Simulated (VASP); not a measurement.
A run of VASP 6.6.1:

File INCAR:

```
  PREC = Accurate
  ENCUT = 520
  EDIFF = 1E-6
  ISMEAR = -1
  SIGMA = 0.05
  LREAL = False
  LASPH = True
  NELM = 100
  ALGO = Normal
  ISIF = 2
  LWAVE = False
  LCHARG = False
  GGA = PS
  NBANDS = 18
```

KPOINTS

```
regular mesh
0
Gamma
  12 12 10
```

Contents of POSCAR:

```
ZnPt
1.0
    2.8354383895      0.0000000000      0.0000000000
    0.0000000000      2.8354383895      0.0000000000
    0.0000000000      0.0000000000      3.4714029999
Zn Pt
1 1
Direct
    0.5000000000      0.5000000000      0.5000000000
    0.0000000000      0.0000000000      0.0000000000
```

Potentials or basis: VASP PAW PBE potentials, release 64 (Zn, Pt).

The run is started by

```bash
$ cat potpaw_PBE.64/Zn/POTCAR potpaw_PBE.64/Pt/POTCAR > POTCAR
$ mpirun -np 1 vasp_std > vasp.out
```

Hardware: 1 thread of Intel Xeon 6975P-C, with other jobs on the host.

Q: Estimate the wall time of this run.

A: Wall time 34 s on 1 thread of Intel Xeon 6975P-C, with other jobs on the host, peak memory 0.22 GiB. Counts: scf iterations 11, k points 168.
